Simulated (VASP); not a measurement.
# Ti: single point with PBEsol

The system is Ti.

```
Ti
1.0
     0.00000    1.94880    1.86760
     1.94880    0.00000    1.86760
     1.94880    1.94880    0.00000
Ti
1
Direct
  0.00000 0.00000 0.00000
```

This cell differs from its parent crystal: strain -0.040 along x and y, -0.080 along z.

- Program: VASP 6.6.1
- Task: single point
- Functional: PBEsol
- Potentials or basis: VASP PAW PBE potentials, release 64 (Ti_sv)
- Cutoff: 520 eV
- k mesh: 20 × 20 × 20
- Occupations: gaussian, width 0.15 eV
- Spin: no spin polarisation

The pressure is 23.7 GPa. The band gap on the k mesh is zero (band 6 reaches 11.32 eV, above the bottom of band 7 at 9.87 eV).

Stress tensor (GPa, compression positive):
```
23.21  0.00  0.00
 0.00 23.21  0.00
 0.00  0.00 24.56
```

Levels at points of the mesh, in eV from the Fermi level:
| k point | band 3 | band 4 | band 5 | band 6 | band 7 | band 8 | band 9 | band 10 |
| --- | --- | --- | --- | --- | --- | --- | --- | --- |
| (0.00, 0.00, 0.00) | -31.81 | -31.80 | -6.50 | 0.85 | 0.85 | 1.25 | 2.85 | 3.34 |
| (0.50, 0.00, 0.00) | -32.00 | -31.93 | -3.10 | 0.55 | 1.04 | 1.33 | 4.44 | 4.66 |
| (0.50, 0.50, 0.00) | -32.31 | -32.31 | -3.40 | -2.45 | 4.52 | 4.61 | 4.94 | 4.94 |
| (0.50, 0.00, 0.50) | -32.26 | -32.18 | -3.38 | -2.30 | 3.68 | 4.52 | 4.76 | 5.08 |

Wall time 36 s on 1 thread of Intel(R) Xeon(R) 6975P-C (Granite Rapids) (shared host), peak memory 0.21 GiB.

Caveat: the cell differs from its parent crystal (strain -0.040 along x and y, -0.080 along z); the PAW data sets were made with another functional, which shifts forces and pressure a little.
